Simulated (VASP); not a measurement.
Pt:

```xyz
1
Lattice="0.0000 1.9609 1.9609 1.9609 0.0000 1.9609 1.9609 1.9609 0.0000" Properties=species:S:1:pos:R:3 pbc="T T T"
Pt    0.0000    0.0000    0.0000
```

- Program: VASP 6.6.1
- Task: relaxation of volume and atoms at fixed shape
- Functional: LDA
- Potentials or basis: VASP PAW LDA potentials, release 64 (Pt)
- Cutoff: 500 eV
- k mesh: 10 × 10 × 10
- Occupations: fermi-dirac, width 0.05 eV
- Spin: no spin polarisation

At the start: pressure -5.3 GPa; volume 15.08 Å³/atom.

Question: How do energy, volume and symmetry change on relaxing?

Answer: Over 4 steps the energy falls by 4.6 meV/atom and the volume is 14.81 Å³/atom (-1.8 %); space group Fm-3m (No. 225, to 0.05 Å).

Step by step:
```tsv
step	energy change (eV)	largest force (eV/Å)	pressure (GPa)	volume (Å³)
1	0.0000	0.0000	-5.33	15.08
2	0.0413	0.0000	19.63	14.01
3	-0.0046	0.0000	-0.13	14.81
4	-0.0046	0.0000	-0.01	14.81
```

Final structure:
```
Pt
1.0
     0.00000    1.94898    1.94898
     1.94898    0.00000    1.94898
     1.94898    1.94898    0.00000
Pt
1
Direct
  0.00000 0.00000 0.00000
```
